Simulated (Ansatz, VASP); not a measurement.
# NaH in VASP and in Ansatz

```
Na H
1.0
     0.00000    2.46292    2.46292
     2.46292    0.00000    2.46292
     2.46292    2.46292    0.00000
Na H
1 1
Direct
  0.00000 0.00000 0.00000
  0.50000 0.50000 0.50000
```

Alike in both runs: functional RPBE; k mesh 8 × 8 × 8; occupations fermi-dirac, width 0.01 eV; no spin polarisation.

Ansatz relaxed the structure, and its values are those at the end. VASP's run is a single point on that final structure, the one shown.

```csv
,VASP,Ansatz
version,VASP 6.6.1,Ansatz 0.2.0
potentials or method,"VASP PAW PBE potentials, release 64 (Na_pv, H)","plane waves, PAW"
plane-wave cutoff (eV),520,420
valence electrons in the cell,8,10
```

```tsv
	VASP	Ansatz	Ansatz less VASP
pressure (GPa)	0.0	0.0	+0.03
```

VASP's potentials were made for PBE, not for RPBE. VASP's potentials hold 8 valence electrons a cell and Ansatz's 10, so a difference there can come from the potentials and not from the codes.
